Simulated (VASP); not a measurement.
# BiMo (Fm-3m) in VASP: further runs

Aim: see how the results for BiMo move with the level of theory and the settings. Levels: r2SCAN, r2SCAN+U. Tasks: single point.

Program: VASP 6.6.1. These are calculated values, not measurements. Logs are shortened: lines on timing, memory, paths and dates and some standing lists are left out, and cuts for length are marked.

## 1. The cell of the first run

The structure is cubic, space group Fm-3m (No. 225). Conventional cell: a = 5.729 Å, b = 5.729 Å, c = 5.729 Å, α = 90.00°, β = 90.00°, γ = 90.00°. Mo (site symmetry m-3m) has 6 Bi at 2.86 Å within 3.8 Å. Within 3.8 Å of Bi (site symmetry m-3m) lie 6 Mo at 2.86 Å.

## 2. Single point, r2SCAN (23.51 Å³/atom)

File POSCAR:

```
BiMo
1.0
    0.0000000000      2.8646362195      2.8646362195
    2.8646362195      0.0000000000      2.8646362195
    2.8646362195      2.8646362195      0.0000000000
Mo Bi
1 1
Direct
    0.5000000000      0.5000000000      0.5000000000
    0.0000000000      0.0000000000      0.0000000000
```

File INCAR.step1:

```
PREC = Accurate
ENCUT = 520
ISMEAR = 0
SIGMA = 0.05
LREAL = False
LASPH = True
NELM = 60
NBANDS = 22
GGA = PE
ALGO = Normal
EDIFF = 1E-4
LWAVE = True
LCHARG = False
```

File INCAR.step2:

```
PREC = Accurate
ENCUT = 520
EDIFF = 1E-7
ISMEAR = 0
SIGMA = 0.05
LREAL = False
LASPH = True
NELM = 60
ALGO = Normal
ISIF = 2
LWAVE = False
LCHARG = True
METAGGA = R2SCAN
LMIXTAU = True
LELF = True
LVHAR = True
NBANDS = 22
ISTART = 1
```

File KPOINTS:

```
Automatic mesh
0
Gamma
  10 10 10
```

Potentials or basis: VASP PAW PBE potentials, release 64 (Mo_sv, Bi_d).

The run is started by

```console
> cat potpaw_PBE.64/Mo_sv/POTCAR potpaw_PBE.64/Bi_d/POTCAR > POTCAR
> cp INCAR.step1 INCAR
> mpirun -np 1 vasp_std > vasp.out
> cp INCAR.step2 INCAR
> mpirun -np 1 vasp_std > vasp.out
```

OUTCAR:

```text
PREC = Accurate
   ENCUT = 520
   EDIFF = 1E-7
   ISMEAR = 0
   LREAL = False
   LASPH = True
   NELM = 60
   ISIF = 2
   METAGGA = R2SCAN
   ISTART = 1

 ion  position               nearest neighbor table
   1  0.500  0.500  0.500-   2 2.86   2 2.86   2 2.86   2 2.86   2 2.86   2 2.86
   2  0.000  0.000  0.000-   1 2.86   1 2.86   1 2.86   1 2.86   1 2.86   1 2.86

  LATTYP: Found a face centered cubic cell.
 ALAT       =     5.7292724390

  Lattice vectors:

 A1 = (   0.0000000000,   2.8646362195,   2.8646362195)
 A2 = (   2.8646362195,   0.0000000000,   2.8646362195)
 A3 = (   2.8646362195,   2.8646362195,   0.0000000000)

Analysis of symmetry for initial positions (statically):
=====================================================================
 Subroutine PRICEL returns:
 Original cell was already a primitive cell.

 Routine SETGRP: Setting up the symmetry group for a
 face centered cubic supercell.

 Subroutine GETGRP returns: Found 48 space group operations
 (whereof 48 operations were pure point group operations)
 out of a pool of 48 trial point group operations.

The static configuration has the point symmetry O_h .

Analysis of symmetry for dynamics (positions and initial velocities):
=====================================================================
 Subroutine PRICEL returns:
 Original cell was already a primitive cell.

 Routine SETGRP: Setting up the symmetry group for a
 face centered cubic supercell.

 Subroutine GETGRP returns: Found 48 space group operations
 (whereof 48 operations were pure point group operations)
 out of a pool of 48 trial point group operations.

The dynamic configuration has the point symmetry O_h .

 Subroutine INISYM returns: Found 48 space group operations
 (whereof 48 operations are pure point group operations),
 and found     1 'primitive' translations

----------------------------------------------------------------------------------------

                                     Primitive cell

  volume of cell :      47.0152

  direct lattice vectors                    reciprocal lattice vectors
     0.000000000  2.864636219  2.864636219    -0.174542232  0.174542232  0.174542232
     2.864636219  0.000000000  2.864636219     0.174542232 -0.174542232  0.174542232
     2.864636219  2.864636219  0.000000000     0.174542232  0.174542232 -0.174542232

  length of vectors
     4.051207393  4.051207393  4.051207393     0.302316014  0.302316014  0.302316014

  position of ions in fractional coordinates (direct lattice)
     0.500000000  0.500000000  0.500000000
[... 77 lines left out ...]
   NELM   =     60;   NELMIN=  2; NELMDL=  0     # of ELM steps
   EDIFF  = 0.1E-06   stopping-criterion for ELM
   LREAL  =      F    real-space projection
   EDIFFG = 0.1E-05   stopping-criterion for IOM
   NSW    =      0    number of steps for IOM
   IBRION =     -1    ionic relax: 0-MD 1-quasi-New 2-CG
   NFREE  =      0    steps in history (QN), initial steepest desc. (CG)
   ISIF   =      2    stress and relaxation
   ISYM   =      2    0-nonsym 1-usesym 2-fastsym
   POTIM  = 0.5000    time-step for ionic-motion
   TEBEG  =    0.0;   TEEND  =   0.0 temperature during run
   PSTRESS=    0.0 pullay stress
   NELECT =      29.0000    total number of electrons
   NUPDOWN=      -1.0000    fix difference up-down
   EMIN   =  10.00;   EMAX   =-10.00  energy-range for DOS
   EFERMI =   0.00;   METHOD = LEGACY
   ISMEAR =     0;   SIGMA  =   0.05  broadening in eV -4-tet -1-fermi 0-gaus
   EFERMI_NEDOS =   21; number of points for ismear=-14 and -15
   IALGO  =     38    algorithm
   IMIX   =      4    mixing-type and parameters
     AMIX     =   0.40;   BMIX     =  1.00
     AMIX_MAG =   1.60;   BMIX_MAG =  1.00
  volume/ion in A,a.u.               =      23.51       158.64
  Fermi-wavevector in a.u.,A,eV,Ry     =   1.393568  2.633461 26.422929  1.942030
  Thomas-Fermi vector in A             =   2.517201
   LORBIT       =      0    0 simple, 1 ext, 2 COOP (PROOUT), +10 PAW based schemes
   METAGGA = R2SCAN    functional components
   LHFCALC =     F    Hartree Fock is set to
   AEXX    =    0.0000 exact exchange contribution
   IVDW    =     0    specifies the selected vdW correction
   LEPSILON=     F    determine dielectric tensor
   LRPA    =     F    only Hartree local field effects (RPA)
 non-spin polarized calculation
 Gauss-broadening in eV      SIGMA  =   0.05
  energy-cutoff  :      520.00
  volume of cell :       47.02
 maximum number of plane-waves:      1295
   NGX = 15   NGY = 15   NGZ = 15

 number of electron      28.9999989 magnetization

 Free energy of the ion-electron system (eV)
  ---------------------------------------------------
  ext. energy  EPLUGINS =         0.00000000
  ---------------------------------------------------
  free energy    TOTEN  =       -81.97439403 eV

  energy without entropy =      -81.96851511  energy(sigma->0) =      -81.97145457

 E-fermi :   9.3184     XC(G=0): -12.1788

 val. band max:        9.3012436932   @ k =   0.4000   0.3000   0.0000
 cond. band min:       9.3376922915   @ k =   0.5000   0.2000   0.1000
 fundamental gap:      0.0364485983
 Fermi energy:         9.3184486790

 k-point     1 :       0.0000    0.0000    0.0000
  band No.  band energies     occupation
      1     -53.5188      2.00000
      2     -26.9324      2.00000
      3     -26.9324      2.00000
      4     -26.9324      2.00000
      5     -14.2466      2.00000
      6     -14.2466      2.00000
[... 589 lines left out ...]
     21      20.3551      0.00000
     22      20.6905      0.00000

 [... further k-points ...]

------------------------ aborting loop because EDIFF is reached ----------------------------------------

  FORCE on cell =-STRESS in cart. coord.  units (eV):
  Direction    XX          YY          ZZ          XY          YZ          ZX
  --------------------------------------------------------------------------------------
  -------------------------------------------------------------------------------------
  Total       -1.1163936     -1.1163936     -1.1163936     -0.0000000     -0.0000000      0.0000000
  in kB      -38.0442912    -38.0442912    -38.0442912     -0.0000000     -0.0000000      0.0000000
  external PRESSURE =     -38.0442912 kB  Pullay stress =       0.0000000 kB

 VOLUME and BASIS-vectors are now :
 -----------------------------------------------------------------------------
  energy-cutoff  :      520.00
  volume of cell :       47.02
      direct lattice vectors                 reciprocal lattice vectors
     0.000000000  2.864636219  2.864636219    -0.174542232  0.174542232  0.174542232
     2.864636219  0.000000000  2.864636219     0.174542232 -0.174542232  0.174542232
     2.864636219  2.864636219  0.000000000     0.174542232  0.174542232 -0.174542232

 POSITION                                       TOTAL-FORCE (eV/Angst)
 -----------------------------------------------------------------------------------
      2.86464      2.86464      2.86464        -0.000000      0.000000      0.000000
      0.00000      0.00000      0.00000         0.000000     -0.000000      0.000000
 -----------------------------------------------------------------------------------
    total drift:                                0.000000      0.000000      0.000000

  FREE ENERGIE OF THE ION-ELECTRON SYSTEM (eV)
  ---------------------------------------------------
  free  energy   TOTEN  =       -81.9743940291 eV

  energy  without entropy=      -81.9685151127  energy(sigma->0) =      -81.97145457
```

OUTCAR.step1:

```text
PREC = Accurate
   ENCUT = 520
   ISMEAR = 0
   LREAL = False
   LASPH = True
[... 821 lines left out ...]
      2.86464      2.86464      2.86464         0.000000     -0.000000     -0.000000
      0.00000      0.00000      0.00000        -0.000000      0.000000      0.000000
 -----------------------------------------------------------------------------------
    total drift:                                0.000000      0.000000      0.000000

  FREE ENERGIE OF THE ION-ELECTRON SYSTEM (eV)
  ---------------------------------------------------
  free  energy   TOTEN  =       -12.3233329645 eV

  energy  without entropy=      -12.3172864990  energy(sigma->0) =      -12.32030973
```

Wall time 88 s (1 thread of Intel Xeon 6975P-C (Granite Rapids), shared host); peak memory 0.19 GiB.

What came out:

| Item | Value |
| --- | --- |
| Free energy | -81.9744 eV |
| Pressure | -3.8 GPa |
| Band gap on the k mesh | zero (an odd number of electrons rules out a gap without spin polarisation) |

Caveat: the cell stands under tension; the PAW data sets were made with another functional, which shifts forces and pressure a little; spin-orbit coupling is left out, which moves the levels of the heavy elements.

## 3. Single point, r2SCAN (24.19 Å³/atom)

This run uses another cell than the first one, of 24.19 Å³/atom.

File POSCAR:

```
BiMo
1.0
    0.0000000000      2.8919201113      2.8919201113
    2.8919201113      0.0000000000      2.8919201113
    2.8919201113      2.8919201113      0.0000000000
Mo Bi
1 1
Direct
    0.5000000000      0.5000000000      0.5000000000
    0.0000000000      0.0000000000      0.0000000000
```

File INCAR.step1:

```
SYSTEM = BiMo
  ALGO = Normal
  EDIFF = 1E-4
  ENCUT = 520
  GGA = PE
  ISMEAR = 0
  LASPH = .TRUE.
  LCHARG = .FALSE.
  LREAL = .FALSE.
  LWAVE = .TRUE.
  NBANDS = 22
  NELM = 60
  PREC = Accurate
  SIGMA = 0.05
```

File INCAR.step2:

```
SYSTEM = BiMo
  ALGO = Normal
  EDIFF = 1E-7
  ENCUT = 520
  ISIF = 2
  ISMEAR = 0
  ISTART = 1
  LASPH = .TRUE.
  LCHARG = .FALSE.
  LMIXTAU = .TRUE.
  LREAL = .FALSE.
  LWAVE = .FALSE.
  METAGGA = R2SCAN
  NBANDS = 22
  NELM = 60
  PREC = Accurate
  SIGMA = 0.05
```

File KPOINTS:

```
k-points
0
G
  10 10 10
  0 0 0
```

Potentials or basis: VASP PAW PBE potentials, release 64 (Mo_sv, Bi_d).

The run is started by

```console
> cat potpaw_PBE.64/Mo_sv/POTCAR potpaw_PBE.64/Bi_d/POTCAR > POTCAR
> cp INCAR.step1 INCAR
> mpirun -np 1 vasp_std > vasp.out
> cp INCAR.step2 INCAR
> mpirun -np 1 vasp_std > vasp.out
```

Wall time 86 s (1 thread of Intel Xeon 6975P-C (Granite Rapids), shared host); peak memory 0.19 GiB.

Results (log left out):

| Quantity | Value |
| --- | --- |
| Free energy | -81.9317 eV |
| Pressure | -6.3 GPa |
| Band gap on the k mesh | zero (an odd number of electrons rules out a gap without spin polarisation) |

Levels at points of the mesh, in eV from the Fermi level:
```
           k point  band 11  band 12  band 13  band 14  band 15  band 16  band 17  band 18  band 19  band 20
(0.00, 0.00, 0.00)    -1.04    -1.04    -1.04    -0.62    -0.62     1.25     1.25     1.25     4.47     7.48
(0.50, 0.00, 0.00)    -5.85    -3.28    -3.28    -0.06    -0.06     0.51     4.00     5.84     5.84     6.73
(0.50, 0.50, 0.00)    -4.27    -2.04    -1.26    -1.26    -0.11     0.40     0.40     1.36     2.97     8.58
```

Caveat: the cell stands under tension; the PAW data sets were made with another functional, which shifts forces and pressure a little; spin-orbit coupling is left out, which moves the levels of the heavy elements.

(Part 1 of 2 ends here.)
